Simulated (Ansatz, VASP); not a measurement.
## InSb in VASP and in Ansatz

```xyz
2
Lattice="0.0000 3.2174 3.2174 3.2174 0.0000 3.2174 3.2174 3.2174 0.0000" Properties=species:S:1:pos:R:3 pbc="T T T"
In    0.0000    0.0000    0.0000
Sb    4.8260    4.8260    4.8260
```

Change from the starting cell: volume scaled by 0.98.

Alike in both runs: task single point; functional PBE; k mesh 10 × 10 × 10; occupations fermi-dirac, width 0.03 eV; no spin polarisation.

```csv
,VASP,Ansatz
version,VASP 6.6.1,Ansatz 0.2.0
potentials or method,"VASP PAW PBE potentials, release 64 (In_d, Sb), cutoff 520 eV","all-electron LAPW, scalar-relativistic"
```

|  | VASP | Ansatz | Ansatz less VASP |
| --- | --- | --- | --- |
| pressure (GPa) | 4.2 | 4.2 | +0.03 |

Ansatz ran all-electron here, and VASP with PAW potentials.

Neither program's run includes spin-orbit coupling.
